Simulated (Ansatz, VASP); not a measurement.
# GaN in VASP and in Ansatz

The input POSCAR:

```
GaN
1.0
    0.0000000000      2.0241746249      2.0241746249
    2.0241746249      0.0000000000      2.0241746249
    2.0241746249      2.0241746249      0.0000000000
Ga N
1 1
Direct
    0.0000000000      0.0000000000      0.0000000000
    0.5000000000      0.5000000000      0.5000000000
```

Contents of INCAR.step1:

```
ALGO = Normal
EDIFF = 1E-4
ENCUT = 520
GGA = PE
ISMEAR = 0
LASPH = True
LCHARG = False
LREAL = False
LWAVE = True
NBANDS = 16
NELM = 100
PREC = Accurate
SIGMA = 0.01
```

The input INCAR.step2:

```
ALGO = Normal
EDIFF = 1E-7
ENCUT = 520
ISIF = 2
ISMEAR = 0
ISTART = 1
LASPH = True
LCHARG = True
LELF = True
LMIXTAU = True
LREAL = False
LVHAR = True
LWAVE = False
METAGGA = R2SCAN
NBANDS = 16
NELM = 100
PREC = Accurate
SIGMA = 0.01
```

The input KPOINTS:

```
k-points
0
Gamma
  10 10 10
```

Input for Ansatz:

```yaml
crystal:
  lattice:
    - [0.0, 2.0241746249, 2.0241746249]
    - [2.0241746249, 0.0, 2.0241746249]
    - [2.0241746249, 2.0241746249, 0.0]
  atoms:
    - { symbol: Ga, position: [0.0, 0.0, 0.0] }
    - { symbol: "N", position: [0.5, 0.5, 0.5] }
kpoints:
  mp_grid: { grid: [10, 10, 10] }
  band_path:
    path:
      - [0.0, 0.0, 0.0]
      - [0.5, 0.0, 0.5]
      - [0.625, 0.25, 0.625]
      - [0.375, 0.375, 0.75]
      - [0.5, 0.5, 0.5]
      - [0.5, 0.25, 0.75]
      - [0.0, 0.179688, -0.179688]
      - [0.0, 0.5, 0.5]
    npoints: 1
hamiltonian:
  xc: r2scan
scf:
  occupations: { method: fixed }
  n_extra_bands: 4
output:
  forces: true
  stress: true
  eigenvalues: true
```

Change from the starting cell: hydrostatic strain -4.0%.

Alike in both runs: task single point; functional r2SCAN; k mesh 10 × 10 × 10; no spin polarisation.

|  | VASP | Ansatz |
| --- | --- | --- |
| version | VASP 6.6.1 | Ansatz 0.2.0 |
| potentials or method | VASP PAW PBE potentials, release 64 (Ga_d, N) | plane waves, PAW |
| plane-wave cutoff (eV) | 520 | 500 |
| occupations | gaussian, width 0.01 eV | fixed |
| valence electrons in the cell | 18 | 18 |

VASP gave:

- gap on the k mesh at the Fermi level (eV): 2.04
- pressure (GPa): 41.3

**Question.** What did Ansatz give for the same quantities?

**Answer.** gap on the k mesh at the Fermi level (eV): 2.08; pressure (GPa): 39.3.

VASP's potentials were made for PBE, not for r2SCAN. Both programs put the cell under a high pressure, so it lies far from rest at this level.
